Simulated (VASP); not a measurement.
# Zn3H (Fm-3m) in VASP: further runs

The runs below take Zn3H through single point, relaxation of cell and atoms, with PBE.

Everything below comes from runs of VASP 6.6.1. Logs are shortened: lines on timing, memory, paths and dates and some standing lists are left out, and cuts for length are marked.

## Step 1: The cell of the first run

It takes space group Fm-3m (No. 225, cubic). The conventional cell has a = 5.855 Å, b = 5.855 Å, c = 5.855 Å, α = 90.00°, β = 90.00°, γ = 90.00°. Within 3.3 Å of Zn (site symmetry m-3m) lie 8 Zn at 2.54 Å and 6 H at 2.93 Å. Within 3.3 Å of Zn (site symmetry -43m) lie 10 Zn at 2.54 to 2.93 Å and 4 H at 2.54 Å. Within 3.3 Å of H (site symmetry m-3m) lie 14 Zn at 2.54 to 2.93 Å.

The cell was generated, and may not be a known phase.

## Step 2: Single point, PBE

INCAR reads:

```
  PREC = Accurate
  ENCUT = 520
  EDIFF = 1E-6
  ISMEAR = 0
  SIGMA = 0.1
  LREAL = False
  LASPH = True
  NELM = 60
  ALGO = Normal
  ISIF = 2
  LWAVE = False
  LCHARG = True
  GGA = PE
  LELF = True
  LVHAR = True
  NBANDS = 26
```

KPOINTS reads:

```
Automatic mesh
0
Gamma
  6 6 6
```

POSCAR reads:

```
Zn3H
1.0
    0.0000000000      2.9276351700      2.9276351700
    2.9276351700      0.0000000000      2.9276351700
    2.9276351700      2.9276351700      0.0000000000
Zn H
3 1
Direct
    0.5000000000      0.5000000000      0.5000000000
    0.2500000000      0.2500000000      0.2500000000
    0.7500000000      0.7500000000      0.7500000000
    0.0000000000      0.0000000000      0.0000000000
```

Potentials or basis: VASP PAW PBE potentials, release 64 (Zn, H).

The run is started by

```console
$ cat potpaw_PBE.64/Zn/POTCAR potpaw_PBE.64/H/POTCAR > POTCAR
$ mpirun -np 1 vasp_std > vasp.out
```

OUTCAR:

```text
PREC = Accurate
   ENCUT = 520
   EDIFF = 1E-6
   ISMEAR = 0
   LREAL = False
   LASPH = True
   NELM = 60
   ISIF = 2
   GGA = PE

 ion  position               nearest neighbor table
   1  0.500  0.500  0.500-   2 2.54   2 2.54   3 2.54   3 2.54   3 2.54   3 2.54   2 2.54   2 2.54

   2  0.250  0.250  0.250-   1 2.54   1 2.54   1 2.54   1 2.54   3 2.93   3 2.93   3 2.93   3 2.93
                             3 2.93   3 2.93
   3  0.750  0.750  0.750-   1 2.54   1 2.54   1 2.54   1 2.54   2 2.93   2 2.93   2 2.93   2 2.93
                             2 2.93   2 2.93
   4  0.000  0.000  0.000-

  LATTYP: Found a face centered cubic cell.
 ALAT       =     5.8552703400

  Lattice vectors:

 A1 = (   0.0000000000,   2.9276351700,   2.9276351700)
 A2 = (   2.9276351700,   0.0000000000,   2.9276351700)
 A3 = (   2.9276351700,   2.9276351700,   0.0000000000)

Analysis of symmetry for initial positions (statically):
=====================================================================
 Subroutine PRICEL returns:
 Original cell was already a primitive cell.

 Routine SETGRP: Setting up the symmetry group for a
 face centered cubic supercell.

 Subroutine GETGRP returns: Found 48 space group operations
 (whereof 48 operations were pure point group operations)
 out of a pool of 48 trial point group operations.

The static configuration has the point symmetry O_h .

Analysis of symmetry for dynamics (positions and initial velocities):
=====================================================================
 Subroutine PRICEL returns:
 Original cell was already a primitive cell.

 Routine SETGRP: Setting up the symmetry group for a
 face centered cubic supercell.

 Subroutine GETGRP returns: Found 48 space group operations
 (whereof 48 operations were pure point group operations)
 out of a pool of 48 trial point group operations.

The dynamic configuration has the point symmetry O_h .

 Subroutine INISYM returns: Found 48 space group operations
 (whereof 48 operations are pure point group operations),
 and found     1 'primitive' translations

----------------------------------------------------------------------------------------

                                     Primitive cell

  volume of cell :      50.1858

  direct lattice vectors                    reciprocal lattice vectors
     0.000000000  2.927635170  2.927635170    -0.170786307  0.170786307  0.170786307
[... 80 lines left out ...]
   NELM   =     60;   NELMIN=  2; NELMDL= -5     # of ELM steps
   EDIFF  = 0.1E-05   stopping-criterion for ELM
   LREAL  =      F    real-space projection
   EDIFFG = 0.1E-04   stopping-criterion for IOM
   NSW    =      0    number of steps for IOM
   IBRION =     -1    ionic relax: 0-MD 1-quasi-New 2-CG
   NFREE  =      0    steps in history (QN), initial steepest desc. (CG)
   ISIF   =      2    stress and relaxation
   ISYM   =      2    0-nonsym 1-usesym 2-fastsym
   POTIM  = 0.5000    time-step for ionic-motion
   TEBEG  =    0.0;   TEEND  =   0.0 temperature during run
   PSTRESS=    0.0 pullay stress
   NELECT =      37.0000    total number of electrons
   NUPDOWN=      -1.0000    fix difference up-down
   EMIN   =  10.00;   EMAX   =-10.00  energy-range for DOS
   EFERMI =   0.00;   METHOD = LEGACY
   ISMEAR =     0;   SIGMA  =   0.10  broadening in eV -4-tet -1-fermi 0-gaus
   EFERMI_NEDOS =   21; number of points for ismear=-14 and -15
   IALGO  =     38    algorithm
   IMIX   =      4    mixing-type and parameters
     AMIX     =   0.40;   BMIX     =  1.00
     AMIX_MAG =   1.60;   BMIX_MAG =  1.00
  volume/ion in A,a.u.               =      12.55        84.67
  Fermi-wavevector in a.u.,A,eV,Ry     =   1.478933  2.794778 29.759239  2.187242
  Thomas-Fermi vector in A             =   2.593153
   LORBIT       =      0    0 simple, 1 ext, 2 COOP (PROOUT), +10 PAW based schemes
   GGA     = PE    functional components
   LHFCALC =     F    Hartree Fock is set to
   AEXX    =    0.0000 exact exchange contribution
   IVDW    =     0    specifies the selected vdW correction
   LEPSILON=     F    determine dielectric tensor
   LRPA    =     F    only Hartree local field effects (RPA)
 non-spin polarized calculation
 Gauss-broadening in eV      SIGMA  =   0.10
  energy-cutoff  :      520.00
  volume of cell :       50.19
 maximum number of plane-waves:      1363
   NGX = 15   NGY = 15   NGZ = 15

 number of electron      36.9999996 magnetization

 Free energy of the ion-electron system (eV)
  ---------------------------------------------------
  ext. energy  EPLUGINS =         0.00000000
  ---------------------------------------------------
  free energy    TOTEN  =        -4.71201359 eV

  energy without entropy =       -4.70475008  energy(sigma->0) =       -4.70838183

 E-fermi :   2.6084     XC(G=0): -11.3362

 val. band max:        2.5321275963   @ k =  -0.3333   0.3333   0.0000
 cond. band min:       2.6644791719   @ k =  -0.3333   0.3333   0.0000
 fundamental gap:      0.1323515755
 Fermi energy:         2.6084177981

 k-point     1 :       0.0000    0.0000    0.0000
  band No.  band energies     occupation
      1      -7.7349      2.00000
      2      -5.5942      2.00000
      3      -5.5942      2.00000
      4      -5.3744      2.00000
      5      -5.3744      2.00000
      6      -5.3744      2.00000
[... 453 lines left out ...]
     25      14.6389      0.00000
     26      15.8387      0.00000

------------------------ aborting loop because EDIFF is reached ----------------------------------------

  FORCE on cell =-STRESS in cart. coord.  units (eV):
  Direction    XX          YY          ZZ          XY          YZ          ZX
  --------------------------------------------------------------------------------------
  -------------------------------------------------------------------------------------
  Total        1.5431007      1.5431007      1.5431007     -0.0000000     -0.0000000      0.0000000
  in kB       49.2633539     49.2633539     49.2633539     -0.0000000     -0.0000000      0.0000000
  external PRESSURE =      49.2633539 kB  Pullay stress =       0.0000000 kB

 VOLUME and BASIS-vectors are now :
 -----------------------------------------------------------------------------
  energy-cutoff  :      520.00
  volume of cell :       50.19
      direct lattice vectors                 reciprocal lattice vectors
     0.000000000  2.927635170  2.927635170    -0.170786307  0.170786307  0.170786307
     2.927635170  0.000000000  2.927635170     0.170786307 -0.170786307  0.170786307
     2.927635170  2.927635170  0.000000000     0.170786307  0.170786307 -0.170786307

 POSITION                                       TOTAL-FORCE (eV/Angst)
 -----------------------------------------------------------------------------------
      2.92764      2.92764      2.92764         0.000000      0.000000      0.000000
      1.46382      1.46382      1.46382        -0.000000     -0.000000      0.000000
      4.39145      4.39145      4.39145         0.000000      0.000000     -0.000000
      0.00000      0.00000      0.00000         0.000000      0.000000      0.000000
 -----------------------------------------------------------------------------------
    total drift:                               -0.000000     -0.000000      0.000000

  FREE ENERGIE OF THE ION-ELECTRON SYSTEM (eV)
  ---------------------------------------------------
  free  energy   TOTEN  =        -4.7120135893 eV

  energy  without entropy=       -4.7047500778  energy(sigma->0) =       -4.70838183
```

Wall time 38 s (1 thread of Intel Xeon 8259CL, shared host); peak memory 0.17 GiB.

What came out:

- Free energy: -4.7120 eV
- Pressure: 4.9 GPa
- Band gap on the k mesh: zero (an odd number of electrons rules out a gap without spin polarisation)

Caveat: the cell stands under pressure.

## Step 3: Single point, PBE

This run uses another cell than the first one, of 13.38 Å³/atom.

INCAR reads:

```
SYSTEM = Zn3H
PREC = Accurate
ENCUT = 520
EDIFF = 1E-6
ISMEAR = 0
SIGMA = 0.1
LREAL = .FALSE.
LASPH = .TRUE.
NELM = 60
ALGO = Normal
ISIF = 2
LWAVE = .FALSE.
LCHARG = .FALSE.
GGA = PE
NBANDS = 26
```

KPOINTS reads:

```
regular mesh
0
G
  6 6 6
  0 0 0
```

POSCAR reads:

```
Zn3H
1.0
    0.0000000000      2.9909868582      2.9909868582
    2.9909868582      0.0000000000      2.9909868582
    2.9909868582      2.9909868582      0.0000000000
Zn H
3 1
Direct
    0.5000000000      0.5000000000      0.5000000000
    0.2500000000      0.2500000000      0.2500000000
    0.7500000000      0.7500000000      0.7500000000
    0.0000000000      0.0000000000      0.0000000000
```

Potentials or basis: VASP PAW PBE potentials, release 64 (Zn, H).

The run is started by

```console
$ cat potpaw_PBE.64/Zn/POTCAR potpaw_PBE.64/H/POTCAR > POTCAR
$ mpirun -np 1 vasp_std > vasp.out
```

It took 33 s on 1 thread of Intel Xeon 8259CL, shared host; peak memory 0.17 GiB.

The run converged. Its results:

* Free energy: -4.7665 eV
* Pressure: 0.6 GPa
* Band gap on the k mesh: zero (an odd number of electrons rules out a gap without spin polarisation)

Levels at points of the mesh, in eV from the Fermi level:
| k point | band 15 | band 16 | band 17 | band 18 | band 19 | band 20 | band 21 | band 22 |
| --- | --- | --- | --- | --- | --- | --- | --- | --- |
| (0.00, 0.00, 0.00) | -6.82 | -6.82 | 0.34 | 3.35 | 3.35 | 3.35 | 3.81 | 4.20 |
| (0.50, 0.00, 0.00) | -6.82 | -6.23 | -5.71 | 0.47 | 1.86 | 1.86 | 2.95 | 3.77 |
| (0.50, 0.50, 0.00) | -6.77 | -5.36 | -4.73 | -1.17 | -1.17 | -0.99 | 0.01 | 9.11 |

## Step 4: Relaxation of cell and atoms, PBE

INCAR reads:

```
SYSTEM = Zn3H
PREC     = Accurate       ! precision mode
ENCUT    = 600            ! plane-wave cutoff, eV
EDIFF    = 1E-6           ! SCF threshold, eV
ISMEAR   = 0              ! smearing method
SIGMA    = 0.1            ! smearing width, eV
LREAL    = .FALSE.        ! projectors in reciprocal space
LASPH    = .TRUE.         ! aspherical terms in the spheres
NELM     = 100            ! most SCF steps
ALGO     = Normal         ! electronic algorithm
ISIF     = 3              ! what is computed and relaxed
LWAVE    = .FALSE.        ! write WAVECAR
LCHARG   = .FALSE.        ! write CHGCAR
GGA      = PE             ! functional
IBRION   = 2              ! ionic algorithm
NSW      = 90             ! ionic steps
EDIFFG   = -0.04          ! ionic threshold
```

KPOINTS reads:

```
Automatic mesh
0
G
  6 6 6
  0 0 0
```

POSCAR reads:

```
Zn3H
1.0
    0.0000000000      2.9276351700      2.9276351700
    2.9276351700      0.0000000000      2.9276351700
    2.9276351700      2.9276351700      0.0000000000
Zn H
3 1
Direct
    0.5000000000      0.5000000000      0.5000000000
    0.2500000000      0.2500000000      0.2500000000
    0.7500000000      0.7500000000      0.7500000000
    0.0000000000      0.0000000000      0.0000000000
```

The run is started by

```console
$ cat potpaw_PBE.64/Zn/POTCAR potpaw_PBE.64/H/POTCAR > POTCAR
$ mpirun -np 1 vasp_std > vasp.out
```

Run time: 2 min. Hardware: 1 thread of Intel Xeon 8259CL, shared host; peak memory 0.21 GiB.

It converged, with:

- Free energy: -4.7656 eV
- Relaxed volume: 13.50 Å³/atom
- Relaxed cell: a = 4.242 Å, b = 4.242 Å, c = 4.242 Å, α = 60.00°, β = 60.00°, γ = 60.00°
- Space group after relaxing (to 0.1 Å): Fm-3m (No. 225)
- Energy gained by relaxing: 13.5 meV/atom
- Ionic steps: 3
- Pressure after relaxing: 0.0 GPa
- Band gap on the k mesh: zero (an odd number of electrons rules out a gap without spin polarisation)

Step by step:
```csv
step,energy change (eV),largest force (eV/Å),pressure (GPa),volume (Å³)
1,0.0000,0.0000,4.79,50.19
2,-0.0502,0.0000,1.13,52.96
3,-0.0539,0.0000,0.04,53.98
```

Final structure:
```
Zn H
1.0
     0.00000    2.99963    2.99963
     2.99963    0.00000    2.99963
     2.99963    2.99963    0.00000
Zn H
3 1
Direct
  0.50000 0.50000 0.50000
  0.25000 0.25000 0.25000
  0.75000 0.75000 0.75000
  0.00000 0.00000 0.00000
```

Levels at points of the mesh, in eV from the Fermi level:
| k point | band 14 | band 15 | band 16 | band 17 | band 18 | band 19 | band 20 | band 21 | band 22 |
| --- | --- | --- | --- | --- | --- | --- | --- | --- | --- |
| (0.00, 0.00, 0.00) | -6.83 | -6.80 | -6.80 | 0.34 | 3.34 | 3.34 | 3.34 | 3.74 | 4.18 |
| (0.50, 0.00, 0.00) | -6.81 | -6.81 | -6.19 | -5.69 | 0.47 | 1.85 | 1.85 | 2.90 | 3.77 |
| (0.50, 0.50, 0.00) | -6.76 | -6.76 | -5.33 | -4.71 | -1.15 | -1.15 | -0.99 | -0.02 | 9.05 |

## Step 5: Single point, PBE

This run uses another cell than the first one, of 13.45 Å³/atom.

INCAR reads:

```
PREC = Accurate ; ENCUT = 520
EDIFF = 1E-6 ; ISMEAR = 0
SIGMA = 0.1 ; LREAL = F
LASPH = T ; NELM = 80
ALGO = Normal ; ISIF = 2
LWAVE = F ; LCHARG = T
GGA = PE ; LELF = T
LVHAR = T ; NBANDS = 26
```

KPOINTS reads:

```
Automatic mesh
0
Gamma
  14 14 14
```

POSCAR reads:

```
Zn3H
1.0
    0.0000000000      2.9965779629      2.9965779629
    2.9965779629      0.0000000000      2.9965779629
    2.9965779629      2.9965779629      0.0000000000
Zn H
3 1
Direct
    0.5000000000      0.5000000000      0.5000000000
    0.2500000000      0.2500000000      0.2500000000
    0.7500000000      0.7500000000      0.7500000000
    0.0000000000      0.0000000000      0.0000000000
```

The run is started by

```console
$ cat potpaw_PBE.64/Zn/POTCAR potpaw_PBE.64/H/POTCAR > POTCAR
$ mpirun -np 1 vasp_std > vasp.out
```

It took 3.1 min on 1 thread of Intel Xeon 8259CL, shared host; peak memory 0.25 GiB.

It converged, with:

- Free energy: -4.8129 eV
- Pressure: 0.2 GPa
- Band gap on the k mesh: zero (an odd number of electrons rules out a gap without spin polarisation)

Levels at points of the mesh, in eV from the Fermi level:
| k point | band 14 | band 15 | band 16 | band 17 | band 18 | band 19 | band 20 | band 21 | band 22 | band 23 |
| --- | --- | --- | --- | --- | --- | --- | --- | --- | --- | --- |
| (0.00, 0.00, 0.00) | -6.80 | -6.77 | -6.77 | 0.27 | 3.36 | 3.36 | 3.36 | 3.79 | 4.21 | 4.21 |
| (0.50, 0.00, 0.00) | -6.78 | -6.78 | -6.20 | -5.67 | 0.42 | 1.88 | 1.88 | 2.94 | 3.78 | 3.78 |
| (0.50, 0.50, 0.00) | -6.73 | -6.73 | -5.34 | -4.70 | -1.14 | -1.14 | -1.02 | 0.02 | 9.06 | 10.99 |

## Step 6: Relaxation of cell and atoms, PBE

This run uses another cell than the first one, of 13.38 Å³/atom.

INCAR reads:

```
PREC = Accurate ; ENCUT = 600
EDIFF = 1E-6 ; ISMEAR = 0
SIGMA = 0.1 ; LREAL = False
LASPH = True ; NELM = 100
ALGO = Normal ; ISIF = 3
LWAVE = False ; LCHARG = False
GGA = PE ; IBRION = 2
NSW = 100 ; EDIFFG = -0.01
```

KPOINTS is that of step 5.

POSCAR reads:

```
Zn3H
1.0
    0.0000000000      2.9909868582      2.9909868582
    2.9909868582      0.0000000000      2.9909868582
    2.9909868582      2.9909868582      0.0000000000
Zn H
3 1
Direct
    0.5000000000      0.5000000000      0.5000000000
    0.2500000000      0.2500000000      0.2500000000
    0.7500000000      0.7500000000      0.7500000000
    0.0000000000      0.0000000000      0.0000000000
```

Potentials or basis: VASP PAW PBE potentials, release 64 (Zn, H).

The run is started by

```console
$ cat potpaw_PBE.64/Zn/POTCAR potpaw_PBE.64/H/POTCAR > POTCAR
$ mpirun -np 1 vasp_std > vasp.out
```

It took 8.5 min on 1 thread of Intel Xeon 8259CL, shared host; peak memory 0.3 GiB.

The run converged. Its results:

```
Free energy                           : -4.8124 eV
Relaxed volume                        : 13.51 Å³/atom
Relaxed cell                          : a = 4.243 Å, b = 4.243 Å, c = 4.243 Å, α = 60.00°, β = 60.00°, γ = 60.00°
Space group after relaxing (to 0.1 Å) : Fm-3m (No. 225)
Energy gained by relaxing             : 0.2 meV/atom
Ionic steps                           : 2
Pressure after relaxing               : 0.0 GPa
Band gap on the k mesh                : zero (an odd number of electrons rules out a gap without spin polarisation)
```

The path:
| step | energy change (eV) | largest force (eV/Å) | pressure (GPa) | volume (Å³) |
| --- | --- | --- | --- | --- |
| 1 | 0.0000 | 0.0000 | 0.79 | 53.51 |
| 2 | -0.0008 | 0.0000 | -0.03 | 54.03 |

Final structure:
```yaml
crystal:
  lattice:
    - [0.00000, 3.00051, 3.00051]
    - [3.00051, 0.00000, 3.00051]
    - [3.00051, 3.00051, 0.00000]
  atoms:
    - { symbol: Zn, position: [0.50000, 0.50000, 0.50000] }
    - { symbol: Zn, position: [0.25000, 0.25000, 0.25000] }
    - { symbol: Zn, position: [0.75000, 0.75000, 0.75000] }
    - { symbol: H, position: [0.00000, 0.00000, 0.00000] }
```

Levels at points of the mesh, in eV from the Fermi level:
```tsv
k point	band 16	band 17	band 18	band 19	band 20	band 21
(0.00, 0.00, 0.00)	-6.77	0.27	3.36	3.36	3.36	3.76
(0.50, 0.00, 0.00)	-6.18	-5.66	0.42	1.88	1.88	2.92
(0.50, 0.50, 0.00)	-5.32	-4.69	-1.13	-1.13	-1.02	0.01
```

## Step 7: Overview

```tsv
task	cell	k mesh	cutoff (eV)	gap on the mesh (eV)	pressure (GPa)	relaxed volume (Å³/atom)
single point	a = 4.140 Å, angles 60.0°, 4 atoms	6 × 6 × 6	520	none	4.9	-
single point	a = 4.230 Å, angles 60.0°, 4 atoms	6 × 6 × 6	520	none	0.6	-
relaxation of cell and atoms	relaxed from a = 4.140 Å, angles 60.0°, 4 atoms	6 × 6 × 6	600	none	0.0	13.50
single point	a = 4.238 Å, angles 60.0°, 4 atoms	14 × 14 × 14	520	none	0.2	-
relaxation of cell and atoms	relaxed from a = 4.230 Å, angles 60.0°, 4 atoms	14 × 14 × 14	600	none	0.0	13.51
```

Alike in all rows: level PBE; potentials or basis VASP PAW PBE potentials, release 64 (Zn, H); no spin polarisation; smearing gaussian 0.1 eV.

Caveats: the cell stands under pressure (at least some runs).

Absolute energies hang on the potentials; compare differences alone.

The gap in the log of VASP goes by the Fermi energy; the results here count the filled bands.